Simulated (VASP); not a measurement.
# K5I5 in VASP: single point with PBE

Aim: the single point of K5I5 with PBE.

Program: VASP 6.6.1. These are calculated values, not measurements. Logs are shortened: lines on timing, memory, paths and dates and some standing lists are left out, and cuts for length are marked.

### Step 1. The cell of the first run

The cell holds a cluster in a box, 10 atoms: a = 12.100 Å, b = 16.000 Å, c = 12.700 Å, α = 90.00°, β = 90.00°, γ = 90.00°.

### Step 2. Single point, PBE

File INCAR:

```
PREC = Accurate
ENCUT = 520
EDIFF = 1E-6
ISMEAR = 0
SIGMA = 0.05
LREAL = False
LASPH = True
NELM = 60
ALGO = Normal
ISIF = 2
LWAVE = False
LCHARG = False
GGA = PE
NBANDS = 51
```

File KPOINTS:

```
regular mesh
0
Gamma
  1 1 1
```

File POSCAR:

```
KI
1.0
   12.1000000000      0.0000000000      0.0000000000
    0.0000000000     16.0000000000      0.0000000000
    0.0000000000      0.0000000000     12.7000000000
K I
5 5
Direct
    0.3600374898      0.5380763368      0.3322817309
    0.3853116457      0.2981460512      0.7037768235
    0.3692835185      0.6882278308      0.6299169449
    0.6428597977      0.4781276162      0.5819772324
    0.6294096008      0.7207475042      0.3865007314
    0.6338406525      0.5180289115      0.3137594953
    0.6493125041      0.2930356195      0.7080593233
    0.6449312331      0.6884317911      0.6487078634
    0.3195182513      0.4794598880      0.5896313566
    0.3489971250      0.7462264611      0.3747947909
```

Potentials or basis: VASP PAW PBE potentials, release 64 (K_sv, I).

Run with:

```sh
> cat potpaw_PBE.64/K_sv/POTCAR potpaw_PBE.64/I/POTCAR > POTCAR
> mpirun -np 1 vasp_gam > vasp.out
```

OUTCAR:

```text
PREC = Accurate
   ENCUT = 520
   EDIFF = 1E-6
   ISMEAR = 0
   LREAL = False
   LASPH = True
   NELM = 60
   ISIF = 2
   GGA = PE

 ion  position               nearest neighbor table
   1  0.360  0.538  0.332-   6 3.34  10 3.38   9 3.44
   2  0.385  0.298  0.704-   7 3.20   9 3.34
   3  0.369  0.688  0.630-   8 3.34  10 3.38   9 3.43
   4  0.643  0.478  0.582-   7 3.37   6 3.47   8 3.47
   5  0.629  0.721  0.387-   6 3.37   8 3.38  10 3.42
   6  0.634  0.518  0.314-   1 3.34   5 3.37   4 3.47
   7  0.649  0.293  0.708-   2 3.20   4 3.37
   8  0.645  0.688  0.649-   3 3.34   5 3.38   4 3.47
   9  0.320  0.479  0.590-   2 3.34   3 3.43   1 3.44
  10  0.349  0.746  0.375-   1 3.38   3 3.38   5 3.42

  LATTYP: Found a simple orthorhombic cell.
 ALAT       =    12.1000000000
 B/A-ratio  =     1.0495867769
 C/A-ratio  =     1.3223140496

  Lattice vectors:

 A1 = ( -12.1000000000,   0.0000000000,   0.0000000000)
 A2 = (   0.0000000000,   0.0000000000,  12.7000000000)
 A3 = (   0.0000000000,  16.0000000000,   0.0000000000)

Analysis of symmetry for initial positions (statically):
=====================================================================
 Subroutine PRICEL returns:
 Original cell was already a primitive cell.

 Routine SETGRP: Setting up the symmetry group for a
 simple orthorhombic supercell.

 Subroutine GETGRP returns: Found  1 space group operations
 (whereof  1 operations were pure point group operations)
 out of a pool of  8 trial point group operations.

The static configuration has the point symmetry C_1 .

Analysis of symmetry for dynamics (positions and initial velocities):
=====================================================================
 Subroutine PRICEL returns:
 Original cell was already a primitive cell.

 Routine SETGRP: Setting up the symmetry group for a
 simple orthorhombic supercell.

 Subroutine GETGRP returns: Found  1 space group operations
 (whereof  1 operations were pure point group operations)
 out of a pool of  8 trial point group operations.

The dynamic configuration has the point symmetry C_1 .

 Subroutine INISYM returns: Found  1 space group operations
 (whereof  1 operations are pure point group operations),
 and found     1 'primitive' translations

----------------------------------------------------------------------------------------

                                     Primitive cell

  volume of cell :    2458.7200

  direct lattice vectors                    reciprocal lattice vectors
    12.100000000  0.000000000  0.000000000     0.082644628  0.000000000  0.000000000
     0.000000000 16.000000000  0.000000000     0.000000000  0.062500000  0.000000000
     0.000000000  0.000000000 12.700000000     0.000000000  0.000000000  0.078740157

  length of vectors
    12.100000000 16.000000000 12.700000000     0.082644628  0.062500000  0.078740157

  position of ions in fractional coordinates (direct lattice)
     0.360037490  0.538076337  0.332281731
     0.385311646  0.298146051  0.703776824
     0.369283518  0.688227831  0.629916945
     0.642859798  0.478127616  0.581977232
     0.629409601  0.720747504  0.386500731
     0.633840652  0.518028911  0.313759495
     0.649312504  0.293035620  0.708059323
     0.644931233  0.688431791  0.648707863
     0.319518251  0.479459888  0.589631357
     0.348997125  0.746226461  0.374794791

  ion indices of the primitive-cell ions
   primitive index   ion index
                 1           1
                 2           2
                 3           3
                 4           4
                 5           5
                 6           6
                 7           7
                 8           8
                 9           9
                10          10

----------------------------------------------------------------------------------------

 KPOINTS: regular mesh

Automatic generation of k-mesh.
 Grid dimensions read from file:
 generate k-points for:    1    1    1

 Generating k-lattice:

  Cartesian coordinates                     Fractional coordinates (reciprocal lattice)
     0.082644628  0.000000000  0.000000000     1.000000000  0.000000000  0.000000000
     0.000000000  0.062500000  0.000000000     0.000000000  1.000000000  0.000000000
     0.000000000  0.000000000  0.078740157     0.000000000  0.000000000  1.000000000

  Length of vectors
     0.082644628  0.062500000  0.078740157

  Shift w.r.t. Gamma in fractional coordinates (k-lattice)
     0.000000000  0.000000000  0.000000000

 Subroutine IBZKPT returns following result:
 ===========================================

 Found      1 irreducible k-points:

 Following reciprocal coordinates:
            Coordinates               Weight
  0.000000  0.000000  0.000000      1.000000
   k-points           NKPTS =      1   k-points in BZ     NKDIM =      1   number of bands    NBANDS=     51
   number of dos      NEDOS =    301   number of ions     NIONS =     10
   total plane-waves  NPLWV = ******
   dimension x,y,z NGX =    90 NGY =  120 NGZ =   96
   dimension x,y,z NGXF=   180 NGYF=  240 NGZF=  192
   ions per type =               5   5
   NGX,Y,Z   is equivalent  to a cutoff of  12.37, 12.47, 12.57 a.u.
   NGXF,Y,Z  is equivalent  to a cutoff of  24.73, 24.94, 25.13 a.u.
 SYSTEM =  unknown system
   PREC   = accura    normal or accurate (medium, high low for compatibility)
   ISTART =      0    job   : 0-new  1-cont  2-samecut
   ICHARG =      2    charge: 1-file 2-atom 10-const
   ISPIN  =      1    spin polarized calculation?
   LNONCOLLINEAR =      F non collinear calculations
   LSORBIT =      F    spin-orbit coupling
   LASPH  =      T    aspherical Exc in radial PAW
   ENCUT  =  520.0 eV  38.22 Ry    6.18 a.u.  22.50 29.75 23.61*2*pi/ulx,y,z
   NELM   =     60;   NELMIN=  2; NELMDL= -5     # of ELM steps
   EDIFF  = 0.1E-05   stopping-criterion for ELM
   LREAL  =      F    real-space projection
   EDIFFG = 0.1E-04   stopping-criterion for IOM
   NSW    =      0    number of steps for IOM
   IBRION =     -1    ionic relax: 0-MD 1-quasi-New 2-CG
   NFREE  =      0    steps in history (QN), initial steepest desc. (CG)
   ISIF   =      2    stress and relaxation
   ISYM   =      2    0-nonsym 1-usesym 2-fastsym
   POTIM  = 0.5000    time-step for ionic-motion
   TEBEG  =    0.0;   TEEND  =   0.0 temperature during run
   PSTRESS=    0.0 pullay stress
   NELECT =      80.0000    total number of electrons
   NUPDOWN=      -1.0000    fix difference up-down
   EMIN   =  10.00;   EMAX   =-10.00  energy-range for DOS
   EFERMI =   0.00;   METHOD = LEGACY
   ISMEAR =     0;   SIGMA  =   0.05  broadening in eV -4-tet -1-fermi 0-gaus
   EFERMI_NEDOS =   21; number of points for ismear=-14 and -15
   IALGO  =     38    algorithm
   IMIX   =      4    mixing-type and parameters
     AMIX     =   0.40;   BMIX     =  1.00
     AMIX_MAG =   1.60;   BMIX_MAG =  1.00
  volume/ion in A,a.u.               =     245.87      1659.23
  Fermi-wavevector in a.u.,A,eV,Ry     =   0.522639  0.987644  3.716452  0.273152
  Thomas-Fermi vector in A             =   1.541540
   LORBIT       =      0    0 simple, 1 ext, 2 COOP (PROOUT), +10 PAW based schemes
   GGA     = PE    functional components
   LHFCALC =     F    Hartree Fock is set to
   AEXX    =    0.0000 exact exchange contribution
   IVDW    =     0    specifies the selected vdW correction
   LEPSILON=     F    determine dielectric tensor
   LRPA    =     F    only Hartree local field effects (RPA)
 non-spin polarized calculation
 Gauss-broadening in eV      SIGMA  =   0.05
  energy-cutoff  :      520.00
  volume of cell :     2458.72
 maximum number of plane-waves:     33121
 NGX is ok and might be reduce to    90
   NGX = 45   NGY = 59   NGZ = 47

 number of electron      79.9999999 magnetization

 Free energy of the ion-electron system (eV)
  ---------------------------------------------------
  ext. energy  EPLUGINS =         0.00000000
  ---------------------------------------------------
  free energy    TOTEN  =       -24.82351734 eV

  energy without entropy =      -24.82351734  energy(sigma->0) =      -24.82351734

 E-fermi :  -3.8349     XC(G=0):  -2.0427

 val. band max:       -4.0902094097   @ k =   0.0000   0.0000   0.0000
 cond. band min:      -0.7239852212   @ k =   0.0000   0.0000   0.0000
 fundamental gap:      3.3662241884
 Fermi energy:        -3.8349446538

 k-point     1 :       0.0000    0.0000    0.0000
  band No.  band energies     occupation
      1     -34.3039      2.00000
      2     -33.9019      2.00000
      3     -33.8950      2.00000
      4     -33.7370      2.00000
      5     -33.2896      2.00000
      6     -17.8370      2.00000
      7     -17.8163      2.00000
      8     -17.7566      2.00000
      9     -17.4605      2.00000
     10     -17.4237      2.00000
     11     -17.4092      2.00000
     12     -17.3885      2.00000
     13     -17.3833      2.00000
     14     -17.3677      2.00000
     15     -17.2689      2.00000
     16     -17.2258      2.00000
     17     -17.2213      2.00000
     18     -16.8301      2.00000
     19     -16.7913      2.00000
     20     -16.7573      2.00000
     21     -15.0317      2.00000
     22     -14.6076      2.00000
     23     -14.4625      2.00000
     24     -14.4365      2.00000
     25     -14.0422      2.00000
     26      -5.4924      2.00000
     27      -5.2505      2.00000
     28      -5.1899      2.00000
     29      -4.9605      2.00000
     30      -4.8846      2.00000
     31      -4.8289      2.00000
     32      -4.7818      2.00000
     33      -4.6591      2.00000
     34      -4.6299      2.00000
     35      -4.5957      2.00000
     36      -4.5855      2.00000
     37      -4.4876      2.00000
     38      -4.3630      2.00000
     39      -4.2696      2.00000
     40      -4.0902      2.00000
     41      -0.7240      0.00000
     42      -0.2342      0.00000
     43       0.1331      0.00000
     44       0.2608      0.00000
     45       0.6080      0.00000
     46       0.6457      0.00000
     47       0.7813      0.00000
     48       0.9152      0.00000
     49       0.9594      0.00000
     50       1.1044      0.00000
     51       1.1337      0.00000

------------------------ aborting loop because EDIFF is reached ----------------------------------------

  FORCE on cell =-STRESS in cart. coord.  units (eV):
  Direction    XX          YY          ZZ          XY          YZ          ZX
  --------------------------------------------------------------------------------------
  -------------------------------------------------------------------------------------
  Total       -0.3001816      0.0620694      0.1120493      0.0062840      0.0118808     -0.0178335
  in kB       -0.1956075      0.0404463      0.0730147      0.0040948      0.0077419     -0.0116208
  external PRESSURE =      -0.0273821 kB  Pullay stress =       0.0000000 kB

 VOLUME and BASIS-vectors are now :
 -----------------------------------------------------------------------------
  energy-cutoff  :      520.00
  volume of cell :     2458.72
      direct lattice vectors                 reciprocal lattice vectors
    12.100000000  0.000000000  0.000000000     0.082644628  0.000000000  0.000000000
     0.000000000 16.000000000  0.000000000     0.000000000  0.062500000  0.000000000
     0.000000000  0.000000000 12.700000000     0.000000000  0.000000000  0.078740157

 POSITION                                       TOTAL-FORCE (eV/Angst)
 -----------------------------------------------------------------------------------
      4.35645      8.60922      4.21998        -0.006418     -0.002567     -0.002206
      4.66227      4.77034      8.93797        -0.012422     -0.002742      0.001310
      4.46833     11.01165      7.99995        -0.000735      0.006186      0.007198
      7.77860      7.65004      7.39111        -0.010197      0.003757     -0.006077
      7.61586     11.53196      4.90856         0.001739      0.004062     -0.001583
      7.66947      8.28846      3.98475         0.006458     -0.003989     -0.003614
      7.85668      4.68857      8.99235         0.007834     -0.004143     -0.001102
      7.80367     11.01491      8.23859         0.004333      0.000567      0.010978
      3.86617      7.67136      7.48832         0.015506     -0.008393     -0.001275
      4.22287     11.93962      4.75989        -0.006098      0.007263     -0.003629
 -----------------------------------------------------------------------------------
    total drift:                               -0.000171     -0.000236     -0.000020

  FREE ENERGIE OF THE ION-ELECTRON SYSTEM (eV)
  ---------------------------------------------------
  free  energy   TOTEN  =       -24.8235173389 eV

  energy  without entropy=      -24.8235173389  energy(sigma->0) =      -24.82351734
```

Wall time 6 min (1 thread of AMD EPYC 7R13 (Zen 3), shared host); peak memory 1.5 GiB.

What came out:

| Item | Value |
| --- | --- |
| Free energy | -24.8235 eV |
| Largest force | 0.018 eV/Å |
| Gap between the frontier levels | 3.37 eV |

Forces in eV/Å, atoms in the order of the input:
```
K   -0.006 -0.003 -0.002
K   -0.012 -0.003  0.001
K   -0.001  0.006  0.007
K   -0.010  0.004 -0.006
K    0.002  0.004 -0.002
I    0.006 -0.004 -0.004
I    0.008 -0.004 -0.001
I    0.004  0.001  0.011
I    0.016 -0.008 -0.001
I   -0.006  0.007 -0.004
```

Caveat: spin-orbit coupling is left out, which moves the levels of the heavy elements.
